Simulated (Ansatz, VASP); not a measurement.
# CdTe: VASP beside Ansatz

```
Cd Te
1.0
     4.53255    0.00000    0.00000
     2.26628    3.92531    0.00000
     2.26628    1.30844    3.70081
Cd Te
1 1
Direct
  0.00000 0.00000 0.00000
  0.25000 0.25000 0.25000
```

Alike in both runs: task relaxation of cell and atoms; functional PBEsol; k mesh 6 × 6 × 6; no spin polarisation.

|  | VASP | Ansatz |
| --- | --- | --- |
| version | VASP 6.6.1 | Ansatz 0.2.0 |
| potentials or method | VASP PAW PBE potentials, release 64 (Cd, Te), cutoff 600 eV | plane waves, PAW |
| occupations | gaussian, width 0.01 eV | fixed |
| valence electrons in the cell | 18 | 36 |

Ansatz gave:

- relaxed volume (Å³/atom): 34.17
- relaxed cell length with the largest relative difference (Å): 4.589

Task: Which values does VASP return?

Result: Relaxed volume (Å³/atom): 34.27; relaxed cell length with the largest relative difference (Å): 4.594.

VASP's potentials were made for PBE, not for PBEsol. VASP's potentials hold 18 valence electrons a cell and Ansatz's 36, so a difference there can come from the potentials and not from the codes.

Spin-orbit coupling is off throughout.
